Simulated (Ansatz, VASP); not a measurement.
## SnSe in VASP and in Ansatz

Contents of INCAR:

```
PREC = Accurate
ENCUT = 520
EDIFF = 1E-6
ISMEAR = 0
SIGMA = 0.05
LREAL = F
LASPH = T
NELM = 100
ALGO = Normal
ISIF = 2
LWAVE = F
LCHARG = F
GGA = PS
NBANDS = 50
```

File KPOINTS:

```
Automatic mesh
0
Gamma
  6 6 6
```

Contents of POSCAR:

```
SnSe
1.0
    5.9455093302      0.0000000000      0.0000000000
    0.0000000000     -5.9455093302      0.0000000000
    0.0000000000      0.0000000000     -5.9455093302
Sn Se
4 4
Direct
    0.0000000000      0.0000000000      0.0000000000
    0.5000000000      0.5000000000      0.0000000000
    0.5000000000      0.0000000000      0.5000000000
    0.0000000000      0.5000000000      0.5000000000
    0.5000000000      0.0000000000      0.0033638834
    0.0000000000      0.5000000000      0.0000000000
    0.0000000000      0.0000000000      0.5000000000
    0.5000000000      0.5000000000      0.5000000000
```

Input for Ansatz:

```yaml
crystal:
  lattice:
    - [5.9455093302, 0.0, 0.0]
    - [0.0, -5.9455093302, 0.0]
    - [0.0, 0.0, -5.9455093302]
  atoms:
    - { symbol: Sn, position: [0.0, 0.0, 0.0] }
    - { symbol: Sn, position: [0.5, 0.5, 0.0] }
    - { symbol: Sn, position: [0.5, 0.0, 0.5] }
    - { symbol: Sn, position: [0.0, 0.5, 0.5] }
    - { symbol: Se, position: [0.5, 0.0, 0.0033638834] }
    - { symbol: Se, position: [0.0, 0.5, 0.0] }
    - { symbol: Se, position: [0.0, 0.0, 0.5] }
    - { symbol: Se, position: [0.5, 0.5, 0.5] }
basis:
  ecutwfc: 420
kpoints:
  mp_grid: { grid: [6, 6, 6] }
hamiltonian:
  xc: pbesol
scf:
  occupations: { method: gaussian, width: 0.05 }
output:
  forces: true
  stress: true
  eigenvalues: true
```

Alike in both runs: task single point; functional PBEsol; k mesh 6 × 6 × 6; occupations gaussian, width 0.05 eV; no spin polarisation.

|  | VASP | Ansatz |
| --- | --- | --- |
| version | VASP 6.6.1 | Ansatz 0.2.0 |
| potentials or method | VASP PAW PBE potentials, release 64 (Sn_d, Se), cutoff 520 eV | scalar-relativistic, plane waves, PAW |
| valence electrons in the cell | 80 | 120 |

|  | VASP | Ansatz | Ansatz less VASP |
| --- | --- | --- | --- |
| gap on the k mesh at the Fermi level (eV) | 0.31 | 0.31 | 0.000 |
| least direct gap on the mesh (eV) | 0.31 | 0.31 | 0.000 |
| pressure (GPa) | 0.1 | 0.1 | -0.02 |
| rms of the force components (eV/Å) | 0.005 | 0.005 | -0.0002 |

VASP's potentials were made for PBE, not for PBEsol. Atom by atom the forces differ by 0.000 eV/Å (rms over components). VASP's potentials hold 80 valence electrons a cell and Ansatz's 120, so a difference there can come from the potentials and not from the codes.
